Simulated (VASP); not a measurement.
Crystal: Mg3CdTe4.

```
CELL_PARAMETERS angstrom
5.97453 0.00000 0.00000
0.00000 5.97453 0.00000
0.00000 0.00000 5.97453
ATOMIC_POSITIONS crystal
Mg 0.00000 0.00000 0.50000
Mg 0.00000 0.50000 0.00000
Mg 0.50000 0.00000 0.00000
Cd 0.50000 0.50000 0.50000
Te 0.75000 0.75000 0.75000
Te 0.75000 0.25000 0.25000
Te 0.25000 0.75000 0.25000
Te 0.25000 0.25000 0.75000
```

| Quantity | Value |
| --- | --- |
| Program | VASP 6.6.1 |
| Task | relaxation of cell and atoms |
| Functional | PBE |
| Potentials or basis | VASP PAW PBE potentials, release 64 (Mg, Cd, Te) |
| Cutoff | 600 eV |
| k mesh | 4 × 4 × 4 |
| Occupations | gaussian, width 0.1 eV |
| Spin | no spin polarisation |

At the start: pressure 16.9 GPa; volume 26.66 Å³/atom.

**Question.** Where does the relaxation end?

**Answer.** Over 5 steps the energy falls by 346.1 meV/atom and the volume is 34.94 Å³/atom (+31.1 %); space group P-43m (No. 215, to 0.1 Å) before and after.

The path:
| step | energy change (eV) | largest force (eV/Å) | pressure (GPa) | volume (Å³) |
| --- | --- | --- | --- | --- |
| 1 | 0.0000 | 0.8049 | 16.87 | 213.26 |
| 2 | -2.4263 | 0.0530 | -3.02 | 312.14 |
| 3 | -2.7678 | 0.0508 | 0.16 | 278.04 |
| 4 | -2.7685 | 0.0437 | -0.04 | 279.63 |
| 5 | -2.7688 | 0.0300 | -0.03 | 279.55 |

Final structure:
```
Mg Cd Te
1.0
     6.53862    0.00000    0.00000
     0.00000    6.53862    0.00000
     0.00000    0.00000    6.53862
Mg Cd Te
3 1 4
Direct
  0.00000 0.00000 0.50000
  0.00000 0.50000 0.00000
  0.50000 0.00000 0.00000
  0.50000 0.50000 0.50000
  0.75294 0.75294 0.75294
  0.75294 0.24706 0.24706
  0.24706 0.75294 0.24706
  0.24706 0.24706 0.75294
```

Caveat: the volume moved by over 15 % at a fixed basis, so the end points are rough.
